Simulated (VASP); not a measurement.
# GaN (P6_3mc) in VASP: notebook

GaN is run at these levels: LDA; tasks: single point, relaxation of cell and atoms.

Everything below comes from runs of VASP 6.6.1. Logs are shortened: lines on timing, memory, paths and dates and some standing lists are left out, and cuts for length are marked.

### Step 1. The cell of the first run

Symmetry: P6_3mc, No. 186, hexagonal system. The conventional cell has a = 3.168 Å, b = 3.168 Å, c = 5.126 Å, α = 90.00°, β = 90.00°, γ = 120.00°. Within 2.6 Å of Ga (site symmetry 3m) lie 4 N at 1.93 to 1.94 Å. N (site symmetry 3m) has 4 Ga at 1.93 to 1.94 Å within 2.6 Å.

### Step 2. Single point, LDA

Contents of INCAR:

```
SYSTEM = GaN
  PREC = Accurate
  ENCUT = 520
  EDIFF = 1E-7
  ISMEAR = 0
  SIGMA = 0.01
  LREAL = .FALSE.
  LASPH = .TRUE.
  NELM = 100
  ALGO = Normal
  ISIF = 2
  LWAVE = .FALSE.
  LCHARG = .FALSE.
  NBANDS = 26
```

Contents of KPOINTS:

```
regular mesh
0
G
  8 8 5
  0 0 0
```

Contents of POSCAR:

```
GaN
1.0
    3.1675060328      0.0000000000      0.0000000000
   -1.5837530164      2.7431406910      0.0000000000
    0.0000000000      0.0000000000      5.1255475094
Ga N
2 2
Direct
    0.3333333333      0.6666666667      0.0002938746
    0.6666666667      0.3333333333      0.5002938746
    0.3333333333      0.6666666667      0.3767061254
    0.6666666667      0.3333333333      0.8767061254
```

Potentials or basis: VASP PAW LDA potentials, release 64 (Ga_d, N).

On the command line:

```bash
> cat potpaw_LDA.64/Ga_d/POTCAR potpaw_LDA.64/N/POTCAR > POTCAR
> mpirun -np 1 vasp_std > vasp.out
```

OUTCAR:

```text
SYSTEM = GaN
   PREC = Accurate
   ENCUT = 520
   EDIFF = 1E-7
   ISMEAR = 0
   LREAL = .FALSE.
   LASPH = .TRUE.
   NELM = 100
   ISIF = 2

 ion  position               nearest neighbor table
   1  0.333  0.667  0.000-   3 1.93   4 1.94   4 1.94   4 1.94
   2  0.667  0.333  0.500-   4 1.93   3 1.94   3 1.94   3 1.94
   3  0.333  0.667  0.377-   1 1.93   2 1.94   2 1.94   2 1.94
   4  0.667  0.333  0.877-   2 1.93   1 1.94   1 1.94   1 1.94

  LATTYP: Found a hexagonal cell.
 ALAT       =     3.1675060328
 C/A-ratio  =     1.6181650347

  Lattice vectors:

 A1 = (   3.1675060328,   0.0000000000,   0.0000000000)
 A2 = (  -1.5837530164,   2.7431406910,   0.0000000000)
 A3 = (   0.0000000000,   0.0000000000,   5.1255475094)

Analysis of symmetry for initial positions (statically):
=====================================================================
 Subroutine PRICEL returns:
 Original cell was already a primitive cell.

 Routine SETGRP: Setting up the symmetry group for a
 hexagonal supercell.

 Subroutine GETGRP returns: Found 12 space group operations
 (whereof  6 operations were pure point group operations)
 out of a pool of 24 trial point group operations.

The static configuration has the point symmetry C_3v.
 The point group associated with its full space group is C_6v.

Analysis of symmetry for dynamics (positions and initial velocities):
=====================================================================
 Subroutine PRICEL returns:
 Original cell was already a primitive cell.

 Routine SETGRP: Setting up the symmetry group for a
 hexagonal supercell.

 Subroutine GETGRP returns: Found 12 space group operations
 (whereof  6 operations were pure point group operations)
 out of a pool of 24 trial point group operations.

The dynamic configuration has the point symmetry C_3v.
 The point group associated with its full space group is C_6v.

 Subroutine INISYM returns: Found 12 space group operations
 (whereof  6 operations are pure point group operations),
 and found     1 'primitive' translations

----------------------------------------------------------------------------------------

                                     Primitive cell

  volume of cell :      44.5354

  direct lattice vectors                    reciprocal lattice vectors
     3.167506033  0.000000000  0.000000000     0.315705792  0.182272824  0.000000000
    -1.583753016  2.743140691  0.000000000     0.000000000  0.364545648  0.000000000
     0.000000000  0.000000000  5.125547509     0.000000000  0.000000000  0.195101108

  length of vectors
     3.167506033  3.167506033  5.125547509     0.364545648  0.364545648  0.195101108

  position of ions in fractional coordinates (direct lattice)
     0.333333333  0.666666667  0.000293875
     0.666666667  0.333333333  0.500293875
     0.333333333  0.666666667  0.376706125
     0.666666667  0.333333333  0.876706125

  ion indices of the primitive-cell ions
   primitive index   ion index
                 1           1
                 2           2
                 3           3
                 4           4

----------------------------------------------------------------------------------------

 KPOINTS: regular mesh

Automatic generation of k-mesh.
 Grid dimensions read from file:
 generate k-points for:    8    8    5

 Generating k-lattice:

  Cartesian coordinates                     Fractional coordinates (reciprocal lattice)
     0.039463224  0.022784103  0.000000000     0.125000000  0.000000000  0.000000000
     0.000000000  0.045568206  0.000000000     0.000000000  0.125000000  0.000000000
     0.000000000  0.000000000  0.039020222     0.000000000  0.000000000  0.200000000

  Length of vectors
     0.045568206  0.045568206  0.039020222

  Shift w.r.t. Gamma in fractional coordinates (k-lattice)
     0.000000000  0.000000000  0.000000000

 Subroutine IBZKPT returns following result:
 ===========================================

 Found     30 irreducible k-points:

 Following reciprocal coordinates:
            Coordinates               Weight
  0.000000  0.000000  0.000000      1.000000
  0.125000 -0.000000  0.000000      6.000000
  0.250000 -0.000000  0.000000      6.000000
  0.375000 -0.000000  0.000000      6.000000
  0.500000 -0.000000  0.000000      3.000000
  0.125000  0.125000  0.000000      6.000000
[... 16 lines left out ...]
  0.250000 -0.000000  0.400000     12.000000
  0.375000 -0.000000  0.400000     12.000000
 [... further k-points ...]
   k-points           NKPTS =     30   k-points in BZ     NKDIM =     30   number of bands    NBANDS=     26
   number of dos      NEDOS =    301   number of ions     NIONS =      4
   total plane-waves  NPLWV =  23040
   dimension x,y,z NGX =    24 NGY =   24 NGZ =   40
   dimension x,y,z NGXF=    48 NGYF=   48 NGZF=   80
   ions per type =               2   2
   NGX,Y,Z   is equivalent  to a cutoff of  12.60, 12.60, 12.97 a.u.
   NGXF,Y,Z  is equivalent  to a cutoff of  25.19, 25.19, 25.95 a.u.
 SYSTEM =  GaN
   PREC   = accura    normal or accurate (medium, high low for compatibility)
   ISTART =      0    job   : 0-new  1-cont  2-samecut
   ICHARG =      2    charge: 1-file 2-atom 10-const
   ISPIN  =      1    spin polarized calculation?
   LNONCOLLINEAR =      F non collinear calculations
   LSORBIT =      F    spin-orbit coupling
   LASPH  =      T    aspherical Exc in radial PAW
   ENCUT  =  520.0 eV  38.22 Ry    6.18 a.u.   5.89  5.89  9.53*2*pi/ulx,y,z
   NELM   =    100;   NELMIN=  2; NELMDL= -5     # of ELM steps
   EDIFF  = 0.1E-06   stopping-criterion for ELM
   LREAL  =      F    real-space projection
   EDIFFG = 0.1E-05   stopping-criterion for IOM
   NSW    =      0    number of steps for IOM
   IBRION =     -1    ionic relax: 0-MD 1-quasi-New 2-CG
   NFREE  =      0    steps in history (QN), initial steepest desc. (CG)
   ISIF   =      2    stress and relaxation
   ISYM   =      2    0-nonsym 1-usesym 2-fastsym
   POTIM  = 0.5000    time-step for ionic-motion
   TEBEG  =    0.0;   TEEND  =   0.0 temperature during run
   PSTRESS=    0.0 pullay stress
   NELECT =      36.0000    total number of electrons
   NUPDOWN=      -1.0000    fix difference up-down
   EMIN   =  10.00;   EMAX   =-10.00  energy-range for DOS
   EFERMI =   0.00;   METHOD = LEGACY
   ISMEAR =     0;   SIGMA  =   0.01  broadening in eV -4-tet -1-fermi 0-gaus
   EFERMI_NEDOS =   21; number of points for ismear=-14 and -15
   IALGO  =     38    algorithm
   IMIX   =      4    mixing-type and parameters
     AMIX     =   0.40;   BMIX     =  1.00
     AMIX_MAG =   1.60;   BMIX_MAG =  1.00
  volume/ion in A,a.u.               =      11.13        75.14
  Fermi-wavevector in a.u.,A,eV,Ry     =   1.525014  2.881858 31.642616  2.325667
  Thomas-Fermi vector in A             =   2.633242
   LORBIT       =      0    0 simple, 1 ext, 2 COOP (PROOUT), +10 PAW based schemes
   GGA     = CA    functional components
   LHFCALC =     F    Hartree Fock is set to
   AEXX    =    0.0000 exact exchange contribution
   IVDW    =     0    specifies the selected vdW correction
   LEPSILON=     F    determine dielectric tensor
   LRPA    =     F    only Hartree local field effects (RPA)
 non-spin polarized calculation
 Gauss-broadening in eV      SIGMA  =   0.01
  energy-cutoff  :      520.00
  volume of cell :       44.54
 maximum number of plane-waves:      1210
 NGX is ok and might be reduce to    24
   NGX = 11   NGY = 11   NGZ = 19

 number of electron      36.0000026 magnetization

 Free energy of the ion-electron system (eV)
  ---------------------------------------------------
  ext. energy  EPLUGINS =         0.00000000
  ---------------------------------------------------
  free energy    TOTEN  =       -27.90823233 eV

  energy without entropy =      -27.90823233  energy(sigma->0) =      -27.90823233

 E-fermi :   5.4585     XC(G=0): -12.2581

 val. band max:        5.3482150043   @ k =   0.0000   0.0000   0.0000
 cond. band min:       7.4620450373   @ k =   0.0000   0.0000   0.0000
 fundamental gap:      2.1138300330
 Fermi energy:         5.4585461950

 k-point     1 :       0.0000    0.0000    0.0000
  band No.  band energies     occupation
      1     -10.7198      2.00000
      2      -9.7585      2.00000
      3      -8.2223      2.00000
      4      -8.2033      2.00000
      5      -8.2033      2.00000
      6      -8.1360      2.00000
[... 18 lines left out ...]
     25      17.0416      0.00000
     26      17.0416      0.00000

 k-point     2 :       0.1250   -0.0000    0.0000
  band No.  band energies     occupation
      1     -10.5613      2.00000
      2      -9.7214      2.00000
      3      -8.2031      2.00000
      4      -8.1808      2.00000
      5      -8.1565      2.00000
      6      -8.1158      2.00000
[... 18 lines left out ...]
     25      16.6584      0.00000
     26      17.3717      0.00000

 k-point     3 :       0.2500   -0.0000    0.0000
  band No.  band energies     occupation
      1     -10.1901      2.00000
      2      -9.6520      2.00000
      3      -8.1619      2.00000
      4      -8.1418      2.00000
      5      -8.0767      2.00000
      6      -8.0272      2.00000
[... 18 lines left out ...]
     25      16.7682      0.00000
     26      18.0543      0.00000

 k-point     4 :       0.3750   -0.0000    0.0000
  band No.  band energies     occupation
      1      -9.8767      2.00000
      2      -9.6089      2.00000
      3      -8.1493      2.00000
      4      -8.1278      2.00000
      5      -8.0386      2.00000
      6      -7.9745      2.00000
[... 18 lines left out ...]
     25      17.2019      0.00000
     26      18.7322      0.00000
[... 496 lines left out ...]
      1     -10.1645      2.00000
      2      -9.8924      2.00000
      3      -8.1764      2.00000
      4      -8.1636      2.00000
      5      -8.1541      2.00000
      6      -8.1396      2.00000
[... 18 lines left out ...]
     25      15.8650      0.00000
     26      16.3868      0.00000

 k-point    23 :       0.2500   -0.0000    0.4000
  band No.  band energies     occupation
      1      -9.9078      2.00000
      2      -9.7399      2.00000
      3      -8.1524      2.00000
      4      -8.1241      2.00000
      5      -8.1048      2.00000
      6      -8.0692      2.00000
[... 18 lines left out ...]
     25      16.6247      0.00000
     26      17.2402      0.00000

 k-point    24 :       0.3750   -0.0000    0.4000
  band No.  band energies     occupation
      1      -9.7182      2.00000
      2      -9.6365      2.00000
      3      -8.1620      2.00000
      4      -8.1259      2.00000
      5      -8.0636      2.00000
      6      -8.0079      2.00000
[... 18 lines left out ...]
     25      16.9709      0.00000
     26      17.9267      0.00000

 [... further k-points ...]

------------------------ aborting loop because EDIFF is reached ----------------------------------------

  FORCE on cell =-STRESS in cart. coord.  units (eV):
  Direction    XX          YY          ZZ          XY          YZ          ZX
  --------------------------------------------------------------------------------------
  -------------------------------------------------------------------------------------
  Total       -0.3907744     -0.3907744      0.4572365      0.0000000      0.0000000     -0.0000000
  in kB      -14.0582366    -14.0582366     16.4492352      0.0000000      0.0000000     -0.0000000
  external PRESSURE =      -3.8890794 kB  Pullay stress =       0.0000000 kB

 VOLUME and BASIS-vectors are now :
 -----------------------------------------------------------------------------
  energy-cutoff  :      520.00
  volume of cell :       44.54
      direct lattice vectors                 reciprocal lattice vectors
     3.167506033  0.000000000  0.000000000     0.315705792  0.182272824  0.000000000
    -1.583753016  2.743140691  0.000000000     0.000000000  0.364545648  0.000000000
     0.000000000  0.000000000  5.125547509     0.000000000  0.000000000  0.195101108

 POSITION                                       TOTAL-FORCE (eV/Angst)
 -----------------------------------------------------------------------------------
     -0.00000      1.82876      0.00151        -0.000000     -0.000000     -0.083277
      1.58375      0.91438      2.56428         0.000000      0.000000     -0.083277
     -0.00000      1.82876      1.93083         0.000000     -0.000000      0.083277
      1.58375      0.91438      4.49360        -0.000000      0.000000      0.083277
 -----------------------------------------------------------------------------------
    total drift:                               -0.000001     -0.000001      0.000794

  FREE ENERGIE OF THE ION-ELECTRON SYSTEM (eV)
  ---------------------------------------------------
  free  energy   TOTEN  =       -27.9082323341 eV

  energy  without entropy=      -27.9082323341  energy(sigma->0) =      -27.90823233
```

Run time: 14 s. Hardware: 1 thread of Intel Xeon 6975P-C (Granite Rapids), shared host; peak memory 0.15 GiB.

What came out:

- Free energy: -27.9082 eV
- Pressure: -0.4 GPa
- Largest force: 0.083 eV/Å
- Band gap on the k mesh: 2.11 eV

Forces in eV/Å, atoms in the order of the input:
```
Ga   0.000  0.000 -0.083
Ga   0.000  0.000 -0.083
N    0.000  0.000  0.083
N    0.000  0.000  0.083
```

Stress tensor (GPa, compression positive):
```
-1.41  0.00  0.00
 0.00 -1.41  0.00
 0.00  0.00  1.64
```

Levels at points of the mesh, in eV from the valence-band top:
| k point | band 14 | band 15 | band 16 | band 17 | band 18 | band 19 | band 20 | band 21 | band 22 | band 23 |
| --- | --- | --- | --- | --- | --- | --- | --- | --- | --- | --- |
| (0.00, 0.00, 0.00) | -1.10 | -1.10 | -0.03 | 0.00 | 0.00 | 2.11 | 4.27 | 9.24 | 9.80 | 9.80 |
| (0.50, 0.00, 0.00) | -5.39 | -4.37 | -2.88 | -2.32 | -1.02 | 4.94 | 5.64 | 6.03 | 8.68 | 10.35 |

(Continued in part 2 of 2.)
